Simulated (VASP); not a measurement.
Here is a VASP 6.6.1 calculation.

File INCAR:

```
ALGO = Normal
EDIFF = 1E-6
ENCUT = 500
GGA = CA
GGA_COMPAT = False
ISIF = 2
ISMEAR = -1
LASPH = True
LCHARG = True
LELF = True
LREAL = False
LVHAR = True
LWAVE = False
NBANDS = 18
NELM = 120
PREC = Accurate
SIGMA = 0.05
```

KPOINTS

```
k-points
0
Gamma
  9 9 9
```

POSCAR

```
ScCd
1.0
    3.5262555900      0.0000000000      0.0000000000
    0.0000000000      3.5262555900      0.0000000000
    0.0000000000      0.0000000000      3.5262555900
Sc Cd
1 1
Direct
    0.5000000000      0.5000000000      0.5000000000
    0.0000000000      0.0000000000      0.0000000000
```

Potentials or basis: VASP PAW LDA potentials, release 64 (Sc_sv, Cd).

Run with:

```console
$ cat potpaw_LDA.64/Sc_sv/POTCAR potpaw_LDA.64/Cd/POTCAR > POTCAR
$ mpirun -np 1 vasp_std > vasp.out
```

(1) Predict the band gap on the k mesh.

(2) Predict the pressure.

Answers

(1) zero (an odd number of electrons rules out a gap without spin polarisation).

(2) -5.1 GPa.

Caveat: the cell stands under tension.
